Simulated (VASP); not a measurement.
# Si3Mo (P4/mmm) in VASP: further runs

The runs below take Si3Mo through relaxation of cell and atoms, single point, with PBE.

Everything below comes from runs of VASP 6.6.1. Logs are shortened: lines on timing, memory, paths and dates and some standing lists are left out, and cuts for length are marked.

**1. The cell of the first run**

Symmetry: P4/mmm, No. 123, tetragonal system. The conventional cell has a = 4.533 Å, b = 4.533 Å, c = 3.186 Å, α = 90.00°, β = 90.00°, γ = 90.00°. Within 3.7 Å of Si (site symmetry 4/mmm) lie 10 Si at 2.77 to 3.19 Å and 4 Mo at 3.21 Å. Within 3.7 Å of Si (site symmetry mmm) lie 10 Si at 2.77 to 3.21 Å and 4 Mo at 2.77 Å. Within 3.7 Å of Mo (site symmetry 4/mmm) lie 12 Si at 2.77 to 3.21 Å and 2 Mo at 3.19 Å.

**2. Relaxation of cell and atoms, PBE**

INCAR

```
  ALGO = Normal
  EDIFF = 1E-7
  EDIFFG = -0.04
  ENCUT = 600
  GGA = PE
  IBRION = 2
  ISIF = 3
  ISMEAR = 0
  LASPH = True
  LCHARG = False
  LREAL = False
  LWAVE = False
  NELM = 100
  NSW = 90
  PREC = Accurate
  SIGMA = 0.1
```

KPOINTS

```
k-points
0
Gamma
  4 4 6
```

POSCAR

```
Si3Mo
1.0
    4.5333032800      0.0000000000      0.0000000000
    0.0000000000      4.5333032800      0.0000000000
    0.0000000000      0.0000000000      3.1859305100
Si Mo
3 1
Direct
    0.5000000000      0.5000000000      0.0000000000
    0.5000000000      0.0000000000      0.5000000000
    0.0000000000      0.5000000000      0.5000000000
    0.0000000000      0.0000000000      0.0000000000
```

Potentials or basis: VASP PAW PBE potentials, release 64 (Si, Mo_sv).

The run is started by

```sh
$ cat potpaw_PBE.64/Si/POTCAR potpaw_PBE.64/Mo_sv/POTCAR > POTCAR
$ mpirun -np 1 vasp_std > vasp.out
```

OUTCAR:

```text
EDIFF = 1E-7
   EDIFFG = -0.04
   ENCUT = 600
   GGA = PE
   IBRION = 2
   ISIF = 3
   ISMEAR = 0
   LASPH = True
   LREAL = False
   NELM = 100
   NSW = 90
   PREC = Accurate

 ion  position               nearest neighbor table
   1  0.500  0.500  0.000-   2 2.77   3 2.77   2 2.77   3 2.77   2 2.77   2 2.77   3 2.77   3 2.77
                             4 3.21   4 3.21   4 3.21   4 3.21
   2  0.500  0.000  0.500-   1 2.77   4 2.77   1 2.77   4 2.77   1 2.77   1 2.77   4 2.77   4 2.77

   3  0.000  0.500  0.500-   1 2.77   4 2.77   1 2.77   4 2.77   4 2.77   4 2.77   1 2.77   1 2.77

   4  0.000  0.000  0.000-   2 2.77   3 2.77   2 2.77   3 2.77   3 2.77   3 2.77   2 2.77   2 2.77
                             1 3.21   1 3.21   1 3.21   1 3.21

  LATTYP: Found a simple tetragonal cell.
 ALAT       =     4.5333032800
 C/A-ratio  =     0.7027834480

  Lattice vectors:

 A1 = (   4.5333032800,   0.0000000000,   0.0000000000)
 A2 = (   0.0000000000,   4.5333032800,   0.0000000000)
 A3 = (   0.0000000000,   0.0000000000,   3.1859305100)

Analysis of symmetry for initial positions (statically):
=====================================================================
 Subroutine PRICEL returns:
 Original cell was already a primitive cell.

 Routine SETGRP: Setting up the symmetry group for a
 simple tetragonal supercell.

 Subroutine GETGRP returns: Found 16 space group operations
 (whereof 16 operations were pure point group operations)
 out of a pool of 16 trial point group operations.

The static configuration has the point symmetry D_4h.

Analysis of symmetry for dynamics (positions and initial velocities):
=====================================================================
 Subroutine PRICEL returns:
 Original cell was already a primitive cell.

 Routine SETGRP: Setting up the symmetry group for a
 simple tetragonal supercell.

 Subroutine GETGRP returns: Found 16 space group operations
 (whereof 16 operations were pure point group operations)
 out of a pool of 16 trial point group operations.

The dynamic configuration has the point symmetry D_4h.

 Subroutine INISYM returns: Found 16 space group operations
 (whereof 16 operations are pure point group operations),
 and found     1 'primitive' translations

----------------------------------------------------------------------------------------

                                     Primitive cell

  volume of cell :      65.4735

  direct lattice vectors                    reciprocal lattice vectors
     4.533303280  0.000000000  0.000000000     0.220589698  0.000000000  0.000000000
     0.000000000  4.533303280  0.000000000     0.000000000  0.220589698  0.000000000
     0.000000000  0.000000000  3.185930510     0.000000000  0.000000000  0.313880041

  length of vectors
     4.533303280  4.533303280  3.185930510     0.220589698  0.220589698  0.313880041

  position of ions in fractional coordinates (direct lattice)
     0.500000000  0.500000000  0.000000000
     0.500000000  0.000000000  0.500000000
     0.000000000  0.500000000  0.500000000
     0.000000000  0.000000000  0.000000000

  ion indices of the primitive-cell ions
   primitive index   ion index
                 1           1
                 2           2
                 3           3
                 4           4

----------------------------------------------------------------------------------------

 KPOINTS: k-points

Automatic generation of k-mesh.
 Grid dimensions read from file:
 generate k-points for:    4    4    6

 Generating k-lattice:

  Cartesian coordinates                     Fractional coordinates (reciprocal lattice)
     0.055147424  0.000000000  0.000000000     0.250000000  0.000000000  0.000000000
     0.000000000  0.055147424  0.000000000     0.000000000  0.250000000  0.000000000
     0.000000000  0.000000000  0.052313340     0.000000000  0.000000000  0.166666667

  Length of vectors
     0.055147424  0.055147424  0.052313340

  Shift w.r.t. Gamma in fractional coordinates (k-lattice)
     0.000000000  0.000000000  0.000000000

 Subroutine IBZKPT returns following result:
 ===========================================

 Found     24 irreducible k-points:

 Following reciprocal coordinates:
            Coordinates               Weight
  0.000000  0.000000  0.000000      1.000000
  0.250000  0.000000  0.000000      4.000000
  0.500000  0.000000  0.000000      2.000000
  0.250000  0.250000  0.000000      4.000000
  0.500000  0.250000  0.000000      4.000000
  0.500000  0.500000  0.000000      1.000000
[... 16 lines left out ...]
  0.500000  0.250000  0.500000      4.000000
  0.500000  0.500000  0.500000      1.000000
   k-points           NKPTS =     24   k-points in BZ     NKDIM =     24   number of bands    NBANDS=     17
   number of dos      NEDOS =    301   number of ions     NIONS =      4
   total plane-waves  NPLWV =  36288
   dimension x,y,z NGX =    36 NGY =   36 NGZ =   28
   dimension x,y,z NGXF=    72 NGYF=   72 NGZF=   56
   ions per type =               3   1
   NGX,Y,Z   is equivalent  to a cutoff of  13.20, 13.20, 14.61 a.u.
   NGXF,Y,Z  is equivalent  to a cutoff of  26.40, 26.40, 29.22 a.u.
 SYSTEM =  unknown system
   PREC   = accura    normal or accurate (medium, high low for compatibility)
   ISTART =      0    job   : 0-new  1-cont  2-samecut
   ICHARG =      2    charge: 1-file 2-atom 10-const
   ISPIN  =      1    spin polarized calculation?
   LNONCOLLINEAR =      F non collinear calculations
   LSORBIT =      F    spin-orbit coupling
   LASPH  =      T    aspherical Exc in radial PAW
   ENCUT  =  600.0 eV  44.10 Ry    6.64 a.u.   9.05  9.05  6.36*2*pi/ulx,y,z
   NELM   =    100;   NELMIN=  2; NELMDL= -5     # of ELM steps
   EDIFF  = 0.1E-06   stopping-criterion for ELM
   LREAL  =      F    real-space projection
   EDIFFG = -.4E-01   stopping-criterion for IOM
   NSW    =     90    number of steps for IOM
   IBRION =      2    ionic relax: 0-MD 1-quasi-New 2-CG
   NFREE  =      1    steps in history (QN), initial steepest desc. (CG)
   ISIF   =      3    stress and relaxation
   ISYM   =      2    0-nonsym 1-usesym 2-fastsym
   POTIM  = 0.5000    time-step for ionic-motion
   TEBEG  =    0.0;   TEEND  =   0.0 temperature during run
   PSTRESS=    0.0 pullay stress
   NELECT =      26.0000    total number of electrons
   NUPDOWN=      -1.0000    fix difference up-down
   EMIN   =  10.00;   EMAX   =-10.00  energy-range for DOS
   EFERMI =   0.00;   METHOD = LEGACY
   ISMEAR =     0;   SIGMA  =   0.10  broadening in eV -4-tet -1-fermi 0-gaus
   EFERMI_NEDOS =   21; number of points for ismear=-14 and -15
   IALGO  =     38    algorithm
   IMIX   =      4    mixing-type and parameters
     AMIX     =   0.40;   BMIX     =  1.00
     AMIX_MAG =   1.60;   BMIX_MAG =  1.00
  volume/ion in A,a.u.               =      16.37       110.46
  Fermi-wavevector in a.u.,A,eV,Ry     =   1.203309  2.273925 19.700606  1.447954
  Thomas-Fermi vector in A             =   2.339066
   LORBIT       =      0    0 simple, 1 ext, 2 COOP (PROOUT), +10 PAW based schemes
   GGA     = PE    functional components
   LHFCALC =     F    Hartree Fock is set to
   AEXX    =    0.0000 exact exchange contribution
   IVDW    =     0    specifies the selected vdW correction
   LEPSILON=     F    determine dielectric tensor
   LRPA    =     F    only Hartree local field effects (RPA)
 conjugate gradient relaxation of ions
 non-spin polarized calculation
 Gauss-broadening in eV      SIGMA  =   0.10
  energy-cutoff  :      600.00
  volume of cell :       65.47
 maximum number of plane-waves:      2216
   NGX = 19   NGY = 19   NGZ = 13

--------------------------------------- Ionic step        1  -------------------------------------------

 number of electron      26.0000003 magnetization

 Free energy of the ion-electron system (eV)
  ---------------------------------------------------
  ext. energy  EPLUGINS =         0.00000000
  ---------------------------------------------------
  free energy    TOTEN  =       -25.68592109 eV

  energy without entropy =      -25.67140771  energy(sigma->0) =      -25.67866440

 E-fermi :   9.4405     XC(G=0): -11.3097

 val. band max:        9.4230307882   @ k =   0.2500   0.0000   0.0000
 cond. band min:       9.4532795056   @ k =   0.5000   0.0000   0.0000
 fundamental gap:      0.0302487174
 Fermi energy:         9.4404866844

 k-point     1 :       0.0000    0.0000    0.0000
  band No.  band energies     occupation
      1     -51.6057      2.00000
      2     -25.7024      2.00000
      3     -25.7024      2.00000
      4     -25.5767      2.00000
      5      -3.1133      2.00000
      6       1.8803      2.00000
[... 9 lines left out ...]
     16      10.3492      0.00000
     17      11.3294      0.00000

 k-point     2 :       0.2500    0.0000    0.0000
  band No.  band energies     occupation
      1     -51.6057      2.00000
      2     -25.7058      2.00000
      3     -25.7023      2.00000
      4     -25.5766      2.00000
      5      -2.6804      2.00000
      6       0.7579      2.00000
[... 9 lines left out ...]
     16      10.8617      0.00000
     17      11.9995      0.00000
[... 717 lines left out ...]
 VOLUME and BASIS-vectors are now :
 -----------------------------------------------------------------------------
  energy-cutoff  :      600.00
  volume of cell :       56.33
      direct lattice vectors                 reciprocal lattice vectors
     4.216538514  0.000000000 -0.000000000     0.237161358  0.000000000  0.000000000
     0.000000000  4.216538514 -0.000000000     0.000000000  0.237161358  0.000000000
     0.000000000 -0.000000000  3.168244239     0.000000000  0.000000000  0.315632232

 POSITION                                       TOTAL-FORCE (eV/Angst)
 -----------------------------------------------------------------------------------
      2.10827      2.10827     -0.00000         0.000000     -0.000000      0.000000
      2.10827      4.21654      1.58412         0.000000     -0.000000      0.000000
      0.00000      2.10827      1.58412         0.000000      0.000000      0.000000
      0.00000      0.00000      0.00000         0.000000      0.000000      0.000000
 -----------------------------------------------------------------------------------
    total drift:                                0.000000     -0.000000     -0.000000

  FREE ENERGIE OF THE ION-ELECTRON SYSTEM (eV)
  ---------------------------------------------------
  free  energy   TOTEN  =       -26.2850014384 eV

  energy  without entropy=      -26.2723689022  energy(sigma->0) =      -26.27868517

--------------------------------------- Ionic step        9  -------------------------------------------

 number of electron      26.0000001 magnetization

 Free energy of the ion-electron system (eV)
  ---------------------------------------------------
  ext. energy  EPLUGINS =         0.00000000
  ---------------------------------------------------
  free energy    TOTEN  =       -26.28618415 eV

  energy without entropy =      -26.27395058  energy(sigma->0) =      -26.28006737

 E-fermi :  11.6356     XC(G=0): -12.0092

 val. band max:       11.6237983384   @ k =   0.5000   0.0000   0.3333
 cond. band min:      11.6534147595   @ k =   0.5000   0.0000   0.3333
 fundamental gap:      0.0296164211
 Fermi energy:        11.6356329476

 k-point     1 :       0.0000    0.0000    0.0000
  band No.  band energies     occupation
      1     -49.2394      2.00000
      2     -23.3978      2.00000
      3     -23.3978      2.00000
      4     -23.2923      2.00000
      5      -2.2473      2.00000
      6       3.7914      2.00000
[... 9 lines left out ...]
     16      13.1569      0.00000
     17      14.3902      0.00000

 k-point     2 :       0.2500    0.0000    0.0000
  band No.  band energies     occupation
      1     -49.2392      2.00000
      2     -23.4076      2.00000
      3     -23.3972      2.00000
      4     -23.2919      2.00000
      5      -1.7239      2.00000
      6       2.3237      2.00000
[... 9 lines left out ...]
     16      13.4261      0.00000
     17      14.6699      0.00000
[... 451 lines left out ...]
 VOLUME and BASIS-vectors are now :
 -----------------------------------------------------------------------------
  energy-cutoff  :      600.00
  volume of cell :       55.96
      direct lattice vectors                 reciprocal lattice vectors
     4.207824323  0.000000000 -0.000000000     0.237652507  0.000000000  0.000000000
     0.000000000  4.207824323 -0.000000000     0.000000000  0.237652507  0.000000000
     0.000000000 -0.000000000  3.160343931     0.000000000  0.000000000  0.316421257

 POSITION                                       TOTAL-FORCE (eV/Angst)
 -----------------------------------------------------------------------------------
      2.10391      2.10391     -0.00000         0.000000      0.000000      0.000000
      2.10391     -0.00000      1.58017         0.000000      0.000000      0.000000
      0.00000      2.10391      1.58017         0.000000      0.000000      0.000000
      0.00000      4.20782      3.16034         0.000000     -0.000000      0.000000
 -----------------------------------------------------------------------------------
    total drift:                                0.000000      0.000000      0.000000

  FREE ENERGIE OF THE ION-ELECTRON SYSTEM (eV)
  ---------------------------------------------------
  free  energy   TOTEN  =       -26.2861841535 eV

  energy  without entropy=      -26.2739505797  energy(sigma->0) =      -26.28006737

 reached required accuracy - stopping structural energy minimisation
```

Run time: 2.4 min. Hardware: 1 thread of Intel Xeon Platinum 8259CL at 2.50GHz (Skylake/Cascade Lake), shared host; peak memory 0.21 GiB.

What came out:

```yaml
Free_energy: -26.2862 eV
Relaxed_volume: 13.99 Å³/atom
Relaxed_cell: a = 4.208 Å, b = 4.208 Å, c = 3.160 Å, α = 90.00°, β = 90.00°, γ = 90.00°
Space_group_after_relaxing_to_0.05_Å: P4/mmm (No. 123)
Energy_gained_by_relaxing: 150.1 meV/atom
Ionic_steps: 9
Pressure_after_relaxing: 0.0 GPa
Band_gap_on_the_k_mesh: zero (band 13 reaches 12.47 eV, above the bottom of band 14 at 10.38 eV)
```

Stress tensor (GPa, compression positive):
```
-0.03  0.00  0.00
 0.00 -0.03  0.00
 0.00  0.00  0.05
```

Step by step:
```csv
step,energy change (eV),largest force (eV/Å),pressure (GPa),volume (Å³)
1,0.0000,0.0000,-16.12,65.47
2,-0.2729,0.0000,18.53,51.07
3,-0.5397,0.0000,0.11,56.32
4,-0.5396,0.0000,0.59,56.15
5,-0.5839,0.0000,0.56,55.90
6,-0.5992,0.0000,0.86,55.66
7,-0.5994,0.0000,0.90,55.63
8,-0.5991,0.0000,-1.00,56.33
9,-0.6003,0.0000,0.00,55.96
```

Final structure:
```cif
data_structure
_symmetry_space_group_name_H-M 'P 1'
_symmetry_Int_Tables_number 1
_cell_length_a 4.2078
_cell_length_b 4.2078
_cell_length_c 3.1603
_cell_angle_alpha 90.000
_cell_angle_beta 90.000
_cell_angle_gamma 90.000
_cell_volume 55.96
loop_
_atom_site_label
_atom_site_type_symbol
_atom_site_fract_x
_atom_site_fract_y
_atom_site_fract_z
_atom_site_occupancy
Si1 Si 0.50000 0.50000 0.00000 1
Si2 Si 0.50000 0.00000 0.50000 1
Si3 Si 0.00000 0.50000 0.50000 1
Mo1 Mo 0.00000 0.00000 0.00000 1
```

(Continued in part 2 of 2.)
